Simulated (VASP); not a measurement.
# ScAlN2 (Cmmm) in VASP: further runs

Runs on ScAlN2. Level: PBE. Tasks: single point, relaxation of cell and atoms.

All numbers are computed with VASP 6.6.1; they aren't measurements. Logs are shortened: lines on timing, memory, paths and dates and some standing lists are left out, and cuts for length are marked.

## Step 1: The cell of the first run

Symmetry: Cmmm, No. 65, orthorhombic system. The conventional cell has a = 4.746 Å, b = 6.526 Å, c = 4.326 Å, α = 90.00°, β = 90.00°, γ = 90.00°. Within 3.1 Å of Sc (site symmetry mmm) lie 4 N at 2.31 Å and 2 Al at 2.37 Å. Al (site symmetry mmm) has 2 Sc at 2.37 Å and 4 N at 2.66 Å within 3.1 Å. N (site symmetry 2mm) has 1 N at 1.64 Å within 2.2 Å.

The cell was built from a structure type or drawn by symmetry, and may not be a known phase.

## Step 2: Single point, PBE

File INCAR:

```
ALGO     = Normal         # electronic algorithm
EDIFF    = 1E-6           # SCF threshold, eV
ENCUT    = 520            # plane-wave cutoff, eV
GGA      = PE             # functional
ISIF     = 2              # what is computed and relaxed
ISMEAR   = 0              # smearing method
LASPH    = T              # aspherical terms in the spheres
LCHARG   = F              # write CHGCAR
LREAL    = F              # projectors in reciprocal space
LWAVE    = F              # write WAVECAR
NBANDS   = 20             # bands
NELM     = 60             # most SCF steps
PREC     = Accurate       # precision mode
SIGMA    = 0.1            # smearing width, eV
```

File KPOINTS:

```
k-points
0
Gamma
  4 4 4
```

File POSCAR:

```
ScAlN2
1.0
    2.3729915100     -3.2627756800      0.0000000000
    2.3729915100      3.2627756800      0.0000000000
    0.0000000000      0.0000000000      4.3260742200
Sc Al N
1 1 2
Direct
    0.5000000000      0.5000000000      0.5000000000
    0.0000000000      0.0000000000      0.5000000000
    0.3274902400      0.3274902400      0.0000000000
    0.6725097600      0.6725097600      0.0000000000
```

Potentials or basis: VASP PAW PBE potentials, release 64 (Sc_sv, Al, N).

Run with:

```console
cat potpaw_PBE.64/Sc_sv/POTCAR potpaw_PBE.64/Al/POTCAR potpaw_PBE.64/N/POTCAR > POTCAR
mpirun -np 1 vasp_std > vasp.out
```

OUTCAR:

```text
EDIFF = 1E-6
   ENCUT = 520
   GGA = PE
   ISIF = 2
   ISMEAR = 0
   LASPH = T
   LREAL = F
   NELM = 60
   PREC = Accurate

 ion  position               nearest neighbor table
   1  0.500  0.500  0.500-   3 2.31   4 2.31   3 2.31   4 2.31   2 2.37   2 2.37   2 3.26   2 3.26

   2  0.000  0.000  0.500-   1 2.37   1 2.37   1 3.26   1 3.26
   3  0.327  0.327  0.000-   4 1.64   1 2.31   1 2.31
   4  0.673  0.673  0.000-   3 1.64   1 2.31   1 2.31

  LATTYP: Found a base centered orthorhombic cell.
 ALAT       =     4.7459830200
 B/A-ratio  =     1.3749630651
 C/A-ratio  =     0.9115233244

  Lattice vectors:

 A1 = (   2.3729915100,  -3.2627756800,   0.0000000000)
 A2 = (   2.3729915100,   3.2627756800,   0.0000000000)
 A3 = (   0.0000000000,   0.0000000000,   4.3260742200)

Analysis of symmetry for initial positions (statically):
=====================================================================
 Subroutine PRICEL returns:
 Original cell was already a primitive cell.

 Routine SETGRP: Setting up the symmetry group for a
 base centered orthorhombic supercell.

 Subroutine GETGRP returns: Found  8 space group operations
 (whereof  8 operations were pure point group operations)
 out of a pool of  8 trial point group operations.

The static configuration has the point symmetry D_2h.

Analysis of symmetry for dynamics (positions and initial velocities):
=====================================================================
 Subroutine PRICEL returns:
 Original cell was already a primitive cell.

 Routine SETGRP: Setting up the symmetry group for a
 base centered orthorhombic supercell.

 Subroutine GETGRP returns: Found  8 space group operations
 (whereof  8 operations were pure point group operations)
 out of a pool of  8 trial point group operations.

The dynamic configuration has the point symmetry D_2h.

 Subroutine INISYM returns: Found  8 space group operations
 (whereof  8 operations are pure point group operations),
 and found     1 'primitive' translations

----------------------------------------------------------------------------------------

                                     Primitive cell

  volume of cell :      66.9896

  direct lattice vectors                    reciprocal lattice vectors
     2.372991510 -3.262775680  0.000000000     0.210704504 -0.153243756  0.000000000
     2.372991510  3.262775680  0.000000000     0.210704504  0.153243756  0.000000000
     0.000000000  0.000000000  4.326074220     0.000000000  0.000000000  0.231156459

  length of vectors
     4.034450873  4.034450873  4.326074220     0.260537976  0.260537976  0.231156459

  position of ions in fractional coordinates (direct lattice)
     0.500000000  0.500000000  0.500000000
     0.000000000  0.000000000  0.500000000
     0.327490240  0.327490240  0.000000000
     0.672509760  0.672509760  0.000000000

  ion indices of the primitive-cell ions
   primitive index   ion index
                 1           1
                 2           2
                 3           3
                 4           4

----------------------------------------------------------------------------------------

 KPOINTS: k-points

Automatic generation of k-mesh.
 Grid dimensions read from file:
 generate k-points for:    4    4    4

 Generating k-lattice:

  Cartesian coordinates                     Fractional coordinates (reciprocal lattice)
     0.052676126 -0.038310939  0.000000000     0.250000000  0.000000000  0.000000000
     0.052676126  0.038310939  0.000000000     0.000000000  0.250000000  0.000000000
     0.000000000  0.000000000  0.057789115     0.000000000  0.000000000  0.250000000

  Length of vectors
     0.065134494  0.065134494  0.057789115

  Shift w.r.t. Gamma in fractional coordinates (k-lattice)
     0.000000000  0.000000000  0.000000000

 Subroutine IBZKPT returns following result:
 ===========================================

 Found     21 irreducible k-points:

 Following reciprocal coordinates:
            Coordinates               Weight
  0.000000  0.000000  0.000000      1.000000
  0.250000 -0.000000  0.000000      4.000000
  0.500000 -0.000000  0.000000      2.000000
  0.250000  0.250000  0.000000      2.000000
  0.500000  0.250000  0.000000      4.000000
 -0.250000  0.250000  0.000000      2.000000
[... 13 lines left out ...]
 -0.250000  0.250000  0.500000      2.000000
  0.500000  0.500000  0.500000      1.000000
   k-points           NKPTS =     21   k-points in BZ     NKDIM =     21   number of bands    NBANDS=     20
   number of dos      NEDOS =    301   number of ions     NIONS =      4
   total plane-waves  NPLWV =  28800
   dimension x,y,z NGX =    30 NGY =   30 NGZ =   32
   dimension x,y,z NGXF=    60 NGYF=   60 NGZF=   64
   ions per type =               1   1   2
   NGX,Y,Z   is equivalent  to a cutoff of  12.36, 12.36, 12.30 a.u.
   NGXF,Y,Z  is equivalent  to a cutoff of  24.72, 24.72, 24.59 a.u.
 SYSTEM =  unknown system
   PREC   = accura    normal or accurate (medium, high low for compatibility)
   ISTART =      0    job   : 0-new  1-cont  2-samecut
   ICHARG =      2    charge: 1-file 2-atom 10-const
   ISPIN  =      1    spin polarized calculation?
   LNONCOLLINEAR =      F non collinear calculations
   LSORBIT =      F    spin-orbit coupling
   LASPH  =      T    aspherical Exc in radial PAW
   ENCUT  =  520.0 eV  38.22 Ry    6.18 a.u.   7.50  7.50  8.04*2*pi/ulx,y,z
   NELM   =     60;   NELMIN=  2; NELMDL= -5     # of ELM steps
   EDIFF  = 0.1E-05   stopping-criterion for ELM
   LREAL  =      F    real-space projection
   EDIFFG = 0.1E-04   stopping-criterion for IOM
   NSW    =      0    number of steps for IOM
   IBRION =     -1    ionic relax: 0-MD 1-quasi-New 2-CG
   NFREE  =      0    steps in history (QN), initial steepest desc. (CG)
   ISIF   =      2    stress and relaxation
   ISYM   =      2    0-nonsym 1-usesym 2-fastsym
   POTIM  = 0.5000    time-step for ionic-motion
   TEBEG  =    0.0;   TEEND  =   0.0 temperature during run
   PSTRESS=    0.0 pullay stress
   NELECT =      24.0000    total number of electrons
   NUPDOWN=      -1.0000    fix difference up-down
   EMIN   =  10.00;   EMAX   =-10.00  energy-range for DOS
   EFERMI =   0.00;   METHOD = LEGACY
   ISMEAR =     0;   SIGMA  =   0.10  broadening in eV -4-tet -1-fermi 0-gaus
   EFERMI_NEDOS =   21; number of points for ismear=-14 and -15
   IALGO  =     38    algorithm
   IMIX   =      4    mixing-type and parameters
     AMIX     =   0.40;   BMIX     =  1.00
     AMIX_MAG =   1.60;   BMIX_MAG =  1.00
  volume/ion in A,a.u.               =      16.75       113.02
  Fermi-wavevector in a.u.,A,eV,Ry     =   1.162723  2.197227 18.394041  1.351924
  Thomas-Fermi vector in A             =   2.299281
   LORBIT       =      0    0 simple, 1 ext, 2 COOP (PROOUT), +10 PAW based schemes
   GGA     = PE    functional components
   LHFCALC =     F    Hartree Fock is set to
   AEXX    =    0.0000 exact exchange contribution
   IVDW    =     0    specifies the selected vdW correction
   LEPSILON=     F    determine dielectric tensor
   LRPA    =     F    only Hartree local field effects (RPA)
 non-spin polarized calculation
 Gauss-broadening in eV      SIGMA  =   0.10
  energy-cutoff  :      520.00
  volume of cell :       66.99
 maximum number of plane-waves:      1836
   NGX = 15   NGY = 15   NGZ = 17

 number of electron      24.0000000 magnetization

 Free energy of the ion-electron system (eV)
  ---------------------------------------------------
  ext. energy  EPLUGINS =         0.00000000
  ---------------------------------------------------
  free energy    TOTEN  =       -23.44577164 eV

  energy without entropy =      -23.42320928  energy(sigma->0) =      -23.43449046

 E-fermi :   3.2262     XC(G=0):  -9.5024

 val. band max:        3.2227975881   @ k =  -0.2500   0.2500   0.2500
 cond. band min:       3.2601047497   @ k =  -0.2500   0.2500   0.2500
 fundamental gap:      0.0373071615
 Fermi energy:         3.2261880995

 k-point     1 :       0.0000    0.0000    0.0000
  band No.  band energies     occupation
      1     -45.7639      2.00000
      2     -24.6184      2.00000
      3     -24.4972      2.00000
      4     -24.3139      2.00000
      5     -13.2760      2.00000
      6      -7.1959      2.00000
[... 12 lines left out ...]
     19       8.0258      0.00000
     20       8.9524      0.00000

 k-point     2 :       0.2500   -0.0000    0.0000
  band No.  band energies     occupation
      1     -45.7628      2.00000
      2     -24.6306      2.00000
      3     -24.5048      2.00000
      4     -24.3127      2.00000
      5     -13.1859      2.00000
      6      -7.5894      2.00000
[... 12 lines left out ...]
     19       8.7305      0.00000
     20       8.8262      0.00000

 k-point     3 :       0.5000   -0.0000    0.0000
  band No.  band energies     occupation
      1     -45.7618      2.00000
      2     -24.6436      2.00000
      3     -24.5117      2.00000
      4     -24.3116      2.00000
      5     -13.0902      2.00000
      6      -7.9279      2.00000
[... 12 lines left out ...]
     19       8.8994      0.00000
     20       9.6861      0.00000

 k-point     4 :       0.2500    0.2500    0.0000
  band No.  band energies     occupation
      1     -45.7618      2.00000
      2     -24.6419      2.00000
      3     -24.5133      2.00000
      4     -24.3116      2.00000
      5     -13.0915      2.00000
      6      -7.9183      2.00000
[... 360 lines left out ...]
 k-point    20 :      -0.2500    0.2500    0.5000
  band No.  band energies     occupation
      1     -45.7615      2.00000
      2     -24.6231      2.00000
      3     -24.5118      2.00000
      4     -24.3807      2.00000
      5     -12.7371      2.00000
      6      -7.5064      2.00000
[... 12 lines left out ...]
     19       8.4071      0.00000
     20       8.5288      0.00000

 k-point    21 :       0.5000    0.5000    0.5000
  band No.  band energies     occupation
      1     -45.7602      2.00000
      2     -24.6310      2.00000
      3     -24.5278      2.00000
      4     -24.3776      2.00000
      5     -12.6492      2.00000
      6      -7.6291      2.00000
[... 12 lines left out ...]
     19       8.3712      0.00000
     20       8.8621      0.00000

------------------------ aborting loop because EDIFF is reached ----------------------------------------

  FORCE on cell =-STRESS in cart. coord.  units (eV):
  Direction    XX          YY          ZZ          XY          YZ          ZX
  --------------------------------------------------------------------------------------
  -------------------------------------------------------------------------------------
  Total        3.0040753     -1.5962021    -10.5944600     -0.0000000      0.0000000      0.0000000
  in kB       71.8478930    -38.1760602   -253.3856682     -0.0000000      0.0000000      0.0000000
  external PRESSURE =     -73.2379452 kB  Pullay stress =       0.0000000 kB

 VOLUME and BASIS-vectors are now :
 -----------------------------------------------------------------------------
  energy-cutoff  :      520.00
  volume of cell :       66.99
      direct lattice vectors                 reciprocal lattice vectors
     2.372991510 -3.262775680  0.000000000     0.210704504 -0.153243756  0.000000000
     2.372991510  3.262775680  0.000000000     0.210704504  0.153243756  0.000000000
     0.000000000  0.000000000  4.326074220     0.000000000  0.000000000  0.231156459

 POSITION                                       TOTAL-FORCE (eV/Angst)
 -----------------------------------------------------------------------------------
      2.37299      0.00000      2.16304         0.000000      0.000000      0.000000
      0.00000      0.00000      2.16304         0.000000      0.000000      0.000000
      1.55426      0.00000      0.00000         4.986941      0.000000     -0.000000
      3.19172      0.00000      0.00000        -4.986941      0.000000      0.000000
 -----------------------------------------------------------------------------------
    total drift:                                0.000000      0.000000      0.000000

  FREE ENERGIE OF THE ION-ELECTRON SYSTEM (eV)
  ---------------------------------------------------
  free  energy   TOTEN  =       -23.4457716384 eV

  energy  without entropy=      -23.4232092834  energy(sigma->0) =      -23.43449046
```

Run time: 44 s. Hardware: 1 thread of Intel Xeon 8259CL, shared host; peak memory 0.19 GiB.

Results:

```yaml
Free_energy: -23.4458 eV
Pressure: -7.3 GPa
Largest_force: 4.987 eV/Å
Band_gap_on_the_k_mesh: zero (bands 12 and 13 overlap by 0.48 eV)
```

Forces on the atoms (eV/Å):
```
Sc   0.000  0.000  0.000
Al   0.000  0.000  0.000
N    4.987  0.000  0.000
N   -4.987  0.000  0.000
```

Levels at points of the mesh, in eV from the Fermi level:
| k point | band 10 | band 11 | band 12 | band 13 | band 14 | band 15 |
| --- | --- | --- | --- | --- | --- | --- |
| (0.00, 0.00, 0.00) | -2.39 | -2.07 | -1.03 | 1.27 | 1.84 | 2.85 |
| (0.50, 0.00, 0.00) | -2.84 | -2.21 | -1.90 | 0.17 | 1.24 | 2.43 |
| (0.50, 0.50, 0.00) | -2.33 | -1.75 | 0.52 | 0.72 | 1.84 | 2.22 |
| (0.00, 0.00, 0.50) | -2.71 | -0.98 | -0.11 | 0.51 | 1.36 | 3.07 |
| (0.50, 0.00, 0.50) | -3.36 | -1.24 | -0.04 | 0.05 | 1.20 | 2.16 |
| (0.50, 0.50, 0.50) | -2.57 | -1.61 | -0.79 | 1.08 | 2.50 | 2.91 |

Caveat: the k points lie up to 0.41 Å⁻¹ apart; forces of over 1 eV/Å act on the atoms, so gaps and moduli don't describe the material at rest.

(Part 1 of 2 ends here.)
